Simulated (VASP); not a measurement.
# Tl (P-62m) in VASP: relaxation of cell and atoms with PBE

Aim: the relaxation of cell and atoms of Tl with PBE.

Program: VASP 6.6.1. These are calculated values, not measurements. Logs are shortened: lines on timing, memory, paths and dates and some standing lists are left out, and cuts for length are marked.

## (1) The cell of the first run

Symmetry: P-62m, No. 189, hexagonal system. The conventional cell has a = 4.764 Å, b = 4.764 Å, c = 5.660 Å, α = 90.00°, β = 90.00°, γ = 120.00°. Tl (site symmetry m2m) has 4 Tl at 2.50 Å within 3.3 Å.

## (2) Relaxation of cell and atoms, PBE

File INCAR:

```
SYSTEM = Tl
PREC = Accurate
ENCUT = 600
EDIFF = 1E-6
ISMEAR = 0
SIGMA = 0.1
LREAL = .False.
LASPH = .True.
NELM = 100
ALGO = Normal
ISIF = 3
LWAVE = .False.
LCHARG = .False.
GGA = PE
IBRION = 2
NSW = 90
EDIFFG = -0.04
```

File KPOINTS:

```
Automatic mesh
0
Gamma
  6 6 4
  0 0 0
```

File POSCAR:

```
Tl
1.0
    4.7641073369      0.0000000000      0.0000000000
   -2.3820536684      4.1258379801      0.0000000000
    0.0000000000      0.0000000000      5.6600002621
Tl
3
Direct
    0.0000000000      0.5937600000      0.5000000000
    0.4062400000      0.4062400000      0.5000000000
    0.5937600000      0.0000000000      0.5000000000
```

Potentials or basis: VASP PAW PBE potentials, release 64 (Tl_d).

Launch:

```console
cat potpaw_PBE.64/Tl_d/POTCAR > POTCAR
mpirun -np 1 vasp_std > vasp.out
```

OUTCAR:

```text
SYSTEM = Tl
   PREC = Accurate
   ENCUT = 600
   EDIFF = 1E-6
   ISMEAR = 0
   LREAL = .False.
   LASPH = .True.
   NELM = 100
   ISIF = 3
   GGA = PE
   IBRION = 2
   NSW = 90
   EDIFFG = -0.04

 ion  position               nearest neighbor table
   1  0.000  0.594  0.500-   2 2.50   3 2.50   2 2.50   3 2.50   3 3.35   2 3.35
   2  0.406  0.406  0.500-   3 2.50   3 2.50   1 2.50   1 2.50   1 3.35   3 3.35
   3  0.594  0.000  0.500-   2 2.50   2 2.50   1 2.50   1 2.50   1 3.35   2 3.35

  LATTYP: Found a hexagonal cell.
 ALAT       =     4.7641073369
 C/A-ratio  =     1.1880505333

  Lattice vectors:

 A1 = (   4.7641073369,   0.0000000000,   0.0000000000)
 A2 = (  -2.3820536684,   4.1258379801,   0.0000000000)
 A3 = (   0.0000000000,   0.0000000000,   5.6600002621)

Analysis of symmetry for initial positions (statically):
=====================================================================
 Subroutine PRICEL returns:
 Original cell was already a primitive cell.

 Routine SETGRP: Setting up the symmetry group for a
 hexagonal supercell.

 Subroutine GETGRP returns: Found 12 space group operations
 (whereof 12 operations were pure point group operations)
 out of a pool of 24 trial point group operations.

The static configuration has the point symmetry D_3h.

Analysis of symmetry for dynamics (positions and initial velocities):
=====================================================================
 Subroutine PRICEL returns:
 Original cell was already a primitive cell.

 Routine SETGRP: Setting up the symmetry group for a
 hexagonal supercell.

 Subroutine GETGRP returns: Found 12 space group operations
 (whereof 12 operations were pure point group operations)
 out of a pool of 24 trial point group operations.

The dynamic configuration has the point symmetry D_3h.

 Subroutine INISYM returns: Found 12 space group operations
 (whereof 12 operations are pure point group operations),
 and found     1 'primitive' translations

----------------------------------------------------------------------------------------

                                     Primitive cell

  volume of cell :     111.2526

  direct lattice vectors                    reciprocal lattice vectors
     4.764107337  0.000000000  0.000000000     0.209902911  0.121187502  0.000000000
[... 76 lines left out ...]
   ISTART =      0    job   : 0-new  1-cont  2-samecut
   ICHARG =      2    charge: 1-file 2-atom 10-const
   ISPIN  =      1    spin polarized calculation?
   LNONCOLLINEAR =      F non collinear calculations
   LSORBIT =      F    spin-orbit coupling
   LASPH  =      T    aspherical Exc in radial PAW
   ENCUT  =  600.0 eV  44.10 Ry    6.64 a.u.   9.52  9.52 11.30*2*pi/ulx,y,z
   NELM   =    100;   NELMIN=  2; NELMDL= -5     # of ELM steps
   EDIFF  = 0.1E-05   stopping-criterion for ELM
   LREAL  =      F    real-space projection
   EDIFFG = -.4E-01   stopping-criterion for IOM
   NSW    =     90    number of steps for IOM
   IBRION =      2    ionic relax: 0-MD 1-quasi-New 2-CG
   NFREE  =      1    steps in history (QN), initial steepest desc. (CG)
   ISIF   =      3    stress and relaxation
   ISYM   =      2    0-nonsym 1-usesym 2-fastsym
   POTIM  = 0.5000    time-step for ionic-motion
   TEBEG  =    0.0;   TEEND  =   0.0 temperature during run
   PSTRESS=    0.0 pullay stress
   NELECT =      39.0000    total number of electrons
   NUPDOWN=      -1.0000    fix difference up-down
   EMIN   =  10.00;   EMAX   =-10.00  energy-range for DOS
   EFERMI =   0.00;   METHOD = LEGACY
   ISMEAR =     0;   SIGMA  =   0.10  broadening in eV -4-tet -1-fermi 0-gaus
   EFERMI_NEDOS =   21; number of points for ismear=-14 and -15
   IALGO  =     38    algorithm
   IMIX   =      4    mixing-type and parameters
     AMIX     =   0.40;   BMIX     =  1.00
     AMIX_MAG =   1.60;   BMIX_MAG =  1.00
  volume/ion in A,a.u.               =      37.08       250.26
  Fermi-wavevector in a.u.,A,eV,Ry     =   1.154320  2.181349 18.129154  1.332455
  Thomas-Fermi vector in A             =   2.290958
   LORBIT       =      0    0 simple, 1 ext, 2 COOP (PROOUT), +10 PAW based schemes
   GGA     = PE    functional components
   LHFCALC =     F    Hartree Fock is set to
   AEXX    =    0.0000 exact exchange contribution
   IVDW    =     0    specifies the selected vdW correction
   LEPSILON=     F    determine dielectric tensor
   LRPA    =     F    only Hartree local field effects (RPA)
 conjugate gradient relaxation of ions
 non-spin polarized calculation
 Gauss-broadening in eV      SIGMA  =   0.10
  energy-cutoff  :      600.00
  volume of cell :      111.25
 maximum number of plane-waves:      3754
 NGX is ok and might be reduce to    40
   NGX = 19   NGY = 19   NGZ = 23

--------------------------------------- Ionic step        1  -------------------------------------------

 number of electron      39.0000000 magnetization

 Free energy of the ion-electron system (eV)
  ---------------------------------------------------
  ext. energy  EPLUGINS =         0.00000000
  ---------------------------------------------------
  free energy    TOTEN  =         0.43410005 eV

  energy without entropy =        0.45167298  energy(sigma->0) =        0.44288652

------------------------ aborting loop because EDIFF is reached ----------------------------------------

  FORCE on cell =-STRESS in cart. coord.  units (eV):
  Direction    XX          YY          ZZ          XY          YZ          ZX
  --------------------------------------------------------------------------------------
  -------------------------------------------------------------------------------------
  Total       32.9206800     32.9206800     -0.0146882      0.0000000     -0.0000000      0.0000000
  in kB      474.0991987    474.0991987     -0.2115284      0.0000000     -0.0000000      0.0000000
  external PRESSURE =     315.9956230 kB  Pullay stress =       0.0000000 kB
[... 1754 lines left out ...]
     22       7.5949      0.00000
     23       7.6044      0.00000

[... ionic steps 4 to 28 ...]

--------------------------------------- Ionic step       29  -------------------------------------------

 number of electron      39.0000006 magnetization

------------------------ aborting loop because EDIFF is reached ----------------------------------------
[... 69 lines left out ...]
--------------------------------------- Ionic step       31  -------------------------------------------

 number of electron      39.0000002 magnetization

 Free energy of the ion-electron system (eV)
  ---------------------------------------------------
  ext. energy  EPLUGINS =         0.00000000
  ---------------------------------------------------
  free energy    TOTEN  =        -6.61925217 eV

  energy without entropy =       -6.60734777  energy(sigma->0) =       -6.61329997

 E-fermi :   5.2008     XC(G=0):  -9.4503

 val. band max:        5.1947521030   @ k =   0.5000   0.0000   0.5000
 cond. band min:       5.2546784614   @ k =   0.3333   0.3333   0.0000
 fundamental gap:      0.0599263584
 Fermi energy:         5.2008205866
[... 574 lines left out ...]
  FREE ENERGIE OF THE ION-ELECTRON SYSTEM (eV)
  ---------------------------------------------------
  free  energy   TOTEN  =        -6.6192521685 eV

  energy  without entropy=       -6.6073477656  energy(sigma->0) =       -6.61329997

 reached required accuracy - stopping structural energy minimisation
```

Wall time 18 min (1 thread of Intel Xeon Platinum 8259CL at 2.50GHz (Skylake/Cascade Lake), shared host); peak memory 0.31 GiB.

Results:

- Free energy: -6.6193 eV
- Relaxed volume: 32.97 Å³/atom
- Relaxed cell: a = 5.993 Å, b = 5.993 Å, c = 3.180 Å, α = 90.00°, β = 90.00°, γ = 120.00°
- Space group after relaxing (to 0.05 Å): P6/mmm (No. 191)
- Energy gained by relaxing: 2351.1 meV/atom
- Ionic steps: 31
- Pressure after relaxing: -0.1 GPa

Forces on the atoms (eV/Å):
```
Tl   0.001 -0.002  0.000
Tl   0.001  0.002  0.000
Tl  -0.003  0.000  0.000
```

The path:
| step | energy change (eV) | largest force (eV/Å) | pressure (GPa) | volume (Å³) |
| --- | --- | --- | --- | --- |
| 1 | 0.0000 | 3.7290 | 31.60 | 111.25 |
| 2 | -4.6996 | 0.1289 | -1.97 | 260.16 |
| 3 | -5.8899 | 0.3122 | -0.26 | 174.48 |
| 4 | -5.8900 | 0.2729 | -0.52 | 177.54 |
| 5 | -5.8909 | 0.2940 | -0.37 | 175.89 |
| 6 | -5.9148 | 0.2894 | -0.39 | 173.00 |
| 7 | -5.9896 | 0.2715 | -0.42 | 164.43 |
| 8 | -6.1449 | 0.2233 | -0.44 | 147.76 |
| 9 | -6.4675 | 0.0080 | 0.07 | 116.30 |
| 10 | 2.3932 | 5.5643 | 85.04 | 60.56 |
| 11 | -6.4754 | 0.0006 | 0.16 | 115.19 |
| 12 | -6.6429 | 1.1955 | 5.58 | 86.75 |
| 13 | -6.5635 | 0.0893 | 0.31 | 109.04 |
| 14 | -6.6859 | 0.4800 | 1.79 | 97.72 |
| 15 | -6.6964 | 0.5226 | 1.88 | 97.17 |
| 16 | -6.7272 | 0.6614 | 2.14 | 95.52 |
| 17 | -6.7618 | 0.9206 | 2.96 | 92.19 |
| 18 | -6.7950 | 0.8858 | 2.73 | 92.41 |
| 19 | -6.8673 | 0.7890 | 2.21 | 93.02 |
| 20 | -6.9185 | 0.6100 | 2.11 | 94.10 |
| 21 | -6.9419 | 0.5564 | 1.65 | 95.18 |
| 22 | -6.9869 | 0.4173 | 0.38 | 98.48 |
| 23 | -6.9861 | 0.2222 | -1.41 | 105.29 |
| 24 | -6.9997 | 0.3030 | -0.64 | 101.93 |
| 25 | -7.0109 | 0.2689 | -0.60 | 101.61 |
| 26 | -7.0356 | 0.1785 | -0.36 | 100.65 |
| 27 | -7.0395 | 0.0042 | 0.35 | 98.72 |
| 28 | -7.0459 | 0.0748 | -0.01 | 99.57 |
| 29 | -7.0512 | 0.0440 | -0.07 | 99.29 |
| 30 | -7.0532 | 0.0098 | -0.08 | 98.81 |
| 31 | -7.0534 | 0.0027 | -0.08 | 98.92 |

Final structure:
```yaml
crystal:
  lattice:
    - [5.99272, 0.00000, 0.00000]
    - [-2.99636, 5.18985, 0.00000]
    - [0.00000, 0.00000, 3.18043]
  atoms:
    - { symbol: Tl, position: [0.00000, 0.66682, 0.50000] }
    - { symbol: Tl, position: [0.33318, 0.33318, 0.50000] }
    - { symbol: Tl, position: [0.66682, 0.00000, 0.50000] }
```

Caveat: spin-orbit coupling is left out, which moves the levels of the heavy elements.
